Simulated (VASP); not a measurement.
Here is a VASP 6.6.1 calculation.

File INCAR:

```
PREC = Accurate
ENCUT = 600
EDIFF = 1E-6
ISMEAR = -1
SIGMA = 0.05
LREAL = F
LASPH = T
NELM = 200
ALGO = Normal
ISIF = 2
LWAVE = F
LCHARG = F
ISPIN = 2
MAGMOM = 2 2 0 0 0 0
LORBIT = 11
LMAXMIX = 4
NBANDS = 38
GGA_COMPAT = F
```

The input KPOINTS:

```
regular mesh
0
Gamma
  6 6 9
```

POSCAR

```
VO2
1.0
    4.4151925128      0.0000000000      0.0000000000
    0.0000000000      4.4151925128      0.0000000000
    0.0000000000      0.0000000000      2.9823009287
V O
2 4
Direct
    0.5000000000      0.5000000000      0.5000000000
    0.0000000000      0.0000000000      0.0000000000
    0.2003580000      0.7996420000      0.5000000000
    0.7996420000      0.2003580000      0.5000000000
    0.7003580000      0.7003580000      0.0000000000
    0.2996420000      0.2996420000      0.0000000000
```

Potentials or basis: VASP PAW LDA potentials, release 64 (V_sv, O).

Run with:

```bash
$ cat potpaw_LDA.64/V_sv/POTCAR potpaw_LDA.64/O/POTCAR > POTCAR
$ mpirun -np 1 vasp_std > vasp.out
```

Predict the pressure.

-9.0 GPa.

Estimate the site moments.

V +1.00; O -0.04 μB.

What does it give for the band gap on the k mesh?

Zero (filled and empty bands overlap).

What does it give for the net moment?

2.00 μB per cell.

Stress tensor (GPa, compression positive):
```
 -1.56   0.00   0.00
  0.00  -1.56   0.00
  0.00   0.00 -23.99
```

Caveat: the stress differs along the axes, from -24 to -2 GPa; semilocal functionals often make such compounds metallic where correlation or magnetic order opens a gap, which also shifts bond lengths. With open d or f shells a metallic result of LDA can be an artefact of self-interaction; +U or a hybrid may open a gap.
